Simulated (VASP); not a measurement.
# Ti4S in VASP: relaxation of the atoms with PBE

Aim: the relaxation of the atoms of Ti4S with PBE.

Everything below comes from runs of VASP 6.6.1. Logs are shortened: lines on timing, memory, paths and dates and some standing lists are left out, and cuts for length are marked.

## 1. The cell of the first run

The cell holds a slab with vacuum, 5 atoms: a = 3.255 Å, b = 3.255 Å, c = 20.179 Å, α = 90.00°, β = 90.00°, γ = 90.00°.

## 2. Relaxation of the atoms, PBE

INCAR reads:

```
SYSTEM = Ti4S
  PREC = Accurate
  ENCUT = 520
  EDIFF = 1E-6
  ISMEAR = 0
  SIGMA = 0.1
  LREAL = .FALSE.
  LASPH = .TRUE.
  NELM = 60
  ALGO = Normal
  ISIF = 2
  LWAVE = .FALSE.
  LCHARG = .FALSE.
  LDIPOL = .TRUE.
  IDIPOL = 3
  DIPOL = 0.5 0.5 0.356
  GGA = PE
  IBRION = 2
  NSW = 36
  EDIFFG = -0.025
  KPAR = 4
```

KPOINTS reads:

```
regular mesh
0
G
  8 8 1
  0 0 0
```

POSCAR reads:

```
Ti4S
1.0
    3.2553359259      0.0000000000      0.0000000000
    0.0000000000      3.2553359259      0.0000000000
    0.0000000000      0.0000000000     20.1793674375
Ti S
4 1
Selective dynamics
Direct
    0.5000000000      0.5000000000      0.1982222690  F F F
    0.0000000000      0.0000000000      0.2788822782  F F F
    0.5000000000      0.5000000000      0.3551865247  F F F
    0.0000000000      0.0000000000      0.4301109767  F F F
    0.2500000000      0.3750000000      0.5153465523  F F T
```

Potentials or basis: VASP PAW PBE potentials, release 64 (Ti_sv, S).

Command:

```bash
$ cat potpaw_PBE.64/Ti_sv/POTCAR potpaw_PBE.64/S/POTCAR > POTCAR
$ mpirun -np 4 vasp_std > vasp.out
```

OUTCAR:

```text
SYSTEM = Ti4S
   PREC = Accurate
   ENCUT = 520
   EDIFF = 1E-6
   ISMEAR = 0
   LREAL = .FALSE.
   LASPH = .TRUE.
   NELM = 60
   ISIF = 2
   GGA = PE
   IBRION = 2
   NSW = 36
   EDIFFG = -0.025

 ion  position               nearest neighbor table
   1  0.500  0.500  0.198-   2 2.82   2 2.82   2 2.82   2 2.82
   2  0.000  0.000  0.279-   3 2.77   3 2.77   3 2.77   3 2.77   1 2.82   1 2.82   1 2.82   1 2.82

   3  0.500  0.500  0.355-   4 2.75   4 2.75   4 2.75   4 2.75   2 2.77   2 2.77   2 2.77   2 2.77

   4  0.000  0.000  0.430-   5 2.26   3 2.75   3 2.75   3 2.75   3 2.75   5 2.79
   5  0.250  0.375  0.515-   4 2.26   4 2.79

  LATTYP: Found a simple tetragonal cell.
 ALAT       =     3.2553359259
 C/A-ratio  =     6.1988587036

  Lattice vectors:

 A1 = (   3.2553359259,   0.0000000000,   0.0000000000)
 A2 = (   0.0000000000,   3.2553359259,   0.0000000000)
 A3 = (   0.0000000000,   0.0000000000,  20.1793674375)

Analysis of symmetry for initial positions (statically):
=====================================================================
 Subroutine PRICEL returns:
 Original cell was already a primitive cell.

 Routine SETGRP: Setting up the symmetry group for a
 simple tetragonal supercell.

 Subroutine GETGRP returns: Found  1 space group operations
 (whereof  1 operations were pure point group operations)
 out of a pool of 16 trial point group operations.

The static configuration has the point symmetry C_1 .

Analysis of symmetry for dynamics (positions and initial velocities):
=====================================================================
 Subroutine PRICEL returns:
 Original cell was already a primitive cell.

 Routine SETGRP: Setting up the symmetry group for a
 simple tetragonal supercell.

 Subroutine GETGRP returns: Found  1 space group operations
 (whereof  1 operations were pure point group operations)
 out of a pool of 16 trial point group operations.

The dynamic configuration has the point symmetry C_1 .

Analysis of constrained symmetry for selective dynamics:
=====================================================================
 Subroutine PRICEL returns:
 Original cell was already a primitive cell.

 Routine SETGRP: Setting up the symmetry group for a
[... 122 lines left out ...]
   PSTRESS=    0.0 pullay stress
   NELECT =      54.0000    total number of electrons
   NUPDOWN=      -1.0000    fix difference up-down
   EMIN   =  10.00;   EMAX   =-10.00  energy-range for DOS
   EFERMI =   0.00;   METHOD = LEGACY
   ISMEAR =     0;   SIGMA  =   0.10  broadening in eV -4-tet -1-fermi 0-gaus
   EFERMI_NEDOS =   21; number of points for ismear=-14 and -15
   IALGO  =     38    algorithm
   IMIX   =      4    mixing-type and parameters
     AMIX     =   0.40;   BMIX     =  1.00
     AMIX_MAG =   1.60;   BMIX_MAG =  1.00
  volume/ion in A,a.u.               =      42.77       288.62
  Fermi-wavevector in a.u.,A,eV,Ry     =   1.034760  1.955413 14.568147  1.070729
  Thomas-Fermi vector in A             =   2.169071
   LORBIT       =      0    0 simple, 1 ext, 2 COOP (PROOUT), +10 PAW based schemes
   GGA     = PE    functional components
   LHFCALC =     F    Hartree Fock is set to
   AEXX    =    0.0000 exact exchange contribution
   IVDW    =     0    specifies the selected vdW correction
   LEPSILON=     F    determine dielectric tensor
   LRPA    =     F    only Hartree local field effects (RPA)
 conjugate gradient relaxation of ions
 non-spin polarized calculation
 Gauss-broadening in eV      SIGMA  =   0.10
  energy-cutoff  :      520.00
  volume of cell :      213.85
 maximum number of plane-waves:      5808
   NGX = 13   NGY = 13   NGZ = 75

 dipolmoment           0.000000      0.000000     -0.007498 electrons x Angstroem

--------------------------------------- Ionic step        1  -------------------------------------------

 number of electron      54.0000021 magnetization

 Free energy of the ion-electron system (eV)
  ---------------------------------------------------
  ext. energy  EPLUGINS =         0.00000000
  ---------------------------------------------------
  free energy    TOTEN  =       -34.65353226 eV

  energy without entropy =      -34.60675579  energy(sigma->0) =      -34.63014402

------------------------ aborting loop because EDIFF is reached ----------------------------------------

  FORCE on cell =-STRESS in cart. coord.  units (eV):
  Direction    XX          YY          ZZ          XY          YZ          ZX
  --------------------------------------------------------------------------------------
  -------------------------------------------------------------------------------------
  Total       -0.8768244     -1.1033011     -2.6002635      0.8217920      1.5669055      1.5369688
  in kB       -6.5693745     -8.2661917    -19.4817865      6.1570589     11.7396249     11.5153317
  external PRESSURE =     -11.4391176 kB  Pullay stress =       0.0000000 kB
[... 65 lines left out ...]
--------------------------------------- Ionic step        3  -------------------------------------------

 number of electron      54.0000019 magnetization

 dipolmoment           0.000000      0.000000      0.123454 electrons x Angstroem

 Free energy of the ion-electron system (eV)
  ---------------------------------------------------
  ext. energy  EPLUGINS =         0.00000000
  ---------------------------------------------------
  free energy    TOTEN  =       -34.78823793 eV

  energy without entropy =      -34.74091446  energy(sigma->0) =      -34.76457619

 E-fermi :   0.6483     XC(G=0):  -5.4204

 val. band max:        0.6446378273   @ k =   0.3750   0.2500   0.0000
 cond. band min:       0.6491138334   @ k =   0.5000   0.5000   0.0000
 fundamental gap:      0.0044760061
 Fermi energy:         0.6482853964

 k-point     1 :       0.0000    0.0000    0.0000
  band No.  band energies     occupation
      1     -56.3972      2.00000
      2     -56.1102      2.00000
      3     -55.6836      2.00000
      4     -55.5128      2.00000
      5     -32.7501      2.00000
      6     -32.5574      2.00000
[... 829 lines left out ...]
     31       1.5507      0.00000
     32       1.6491      0.00000

 [... further k-points ...]

------------------------ aborting loop because EDIFF is reached ----------------------------------------

 vacuum level on the upper side and lower side of the slab       (xc-potential included)         0.832        -1.214

  FORCE on cell =-STRESS in cart. coord.  units (eV):
  Direction    XX          YY          ZZ          XY          YZ          ZX
  --------------------------------------------------------------------------------------
  -------------------------------------------------------------------------------------
  Total        0.3262934      0.6625158      0.0051631      1.6861118      3.2097755      2.8075492
  in kB        2.4446670      4.9637244      0.0386829     12.6327461     24.0483936     21.0348191
  external PRESSURE =       2.4823581 kB  Pullay stress =       0.0000000 kB
[... 20 lines left out ...]
  FREE ENERGIE OF THE ION-ELECTRON SYSTEM (eV)
  ---------------------------------------------------
  free  energy   TOTEN  =       -34.7882379261 eV

  energy  without entropy=      -34.7409144600  energy(sigma->0) =      -34.76457619

 reached required accuracy - stopping structural energy minimisation

 vacuum level on the upper side and lower side of the slab         5.791         3.680
```

OSZICAR:

```text
N       E                     dE             d eps       ncg     rms          rms(c)
DAV:   1     0.642327671614E+03    0.64233E+03   -0.29143E+04  2528   0.168E+03
DAV:   2     0.512710666531E+02   -0.59106E+03   -0.58441E+03  2312   0.515E+02
DAV:   3    -0.276776710578E+02   -0.78949E+02   -0.77849E+02  3696   0.161E+02
[... 60 lines left out ...]
DAV:  13    -0.347882289640E+02   -0.35235E-05   -0.33351E-06  2080   0.151E-02    0.367E-03
DAV:  14    -0.347882316649E+02   -0.27009E-05   -0.47849E-07  1568   0.587E-03    0.217E-03
DAV:  15    -0.347882339621E+02   -0.22972E-05   -0.30444E-07  1520   0.387E-03    0.176E-03
DAV:  16    -0.347882370176E+02   -0.30556E-05   -0.56120E-07  1536   0.314E-03    0.116E-03
DAV:  17    -0.347882379261E+02   -0.90843E-06   -0.16450E-07  1480   0.241E-03
   3 F= -.34788238E+02 E0= -.34764576E+02  d E =-.134706E+00
```

CONTCAR:

```text
Ti4S
   1.00000000000000
     3.2553359258999999    0.0000000000000000    0.0000000000000000
     0.0000000000000000    3.2553359258999999    0.0000000000000000
     0.0000000000000000    0.0000000000000000   20.1793674375000016
  Ti              S
     4     1
Selective dynamics
Direct
     0.5000000000000000    0.5000000000000000    0.1982222689999986   F   F   F
     0.0000000000000000    0.0000000000000000    0.2788822782000011   F   F   F
     0.5000000000000000    0.5000000000000000    0.3551865247000023   F   F   F
     0.0000000000000000    0.0000000000000000    0.4301109767000000   F   F   F
     0.2500000000000000    0.3750000000000000    0.5067767197433782   F   F   T

  0.00000000E+00  0.00000000E+00  0.00000000E+00
  0.00000000E+00  0.00000000E+00  0.00000000E+00
  0.00000000E+00  0.00000000E+00  0.00000000E+00
  0.00000000E+00  0.00000000E+00  0.00000000E+00
  0.00000000E+00  0.00000000E+00  0.00000000E+00
```

It took 4.7 min on 4 MPI ranks of Intel Xeon Platinum 8259CL at 2.50GHz (Skylake/Cascade Lake), shared host; peak memory 0.41 GiB.

What came out:

- Free energy: -34.7882 eV
- Energy gained by relaxing: 26.9 meV/atom
- Ionic steps: 3
- Band gap on the k mesh: zero (bands 27 and 28 overlap by 0.93 eV)

The path:
```
step  energy change (eV)  largest force on free atoms (eV/Å)  pressure (GPa)
   1              0.0000                              1.4356           -1.14
   2             -0.0834                              0.9511           -0.63
   3             -0.1347                              0.0082            0.25
```

Final structure:
```yaml
crystal:
  lattice:
    - [3.25534, 0.00000, 0.00000]
    - [0.00000, 3.25534, 0.00000]
    - [0.00000, 0.00000, 20.17937]
  atoms:
    - { symbol: Ti, position: [0.50000, 0.50000, 0.19822] }
    - { symbol: Ti, position: [0.00000, 0.00000, 0.27888] }
    - { symbol: Ti, position: [0.50000, 0.50000, 0.35519] }
    - { symbol: Ti, position: [0.00000, 0.00000, 0.43011] }
    - { symbol: S, position: [0.25000, 0.37500, 0.50678] }
```
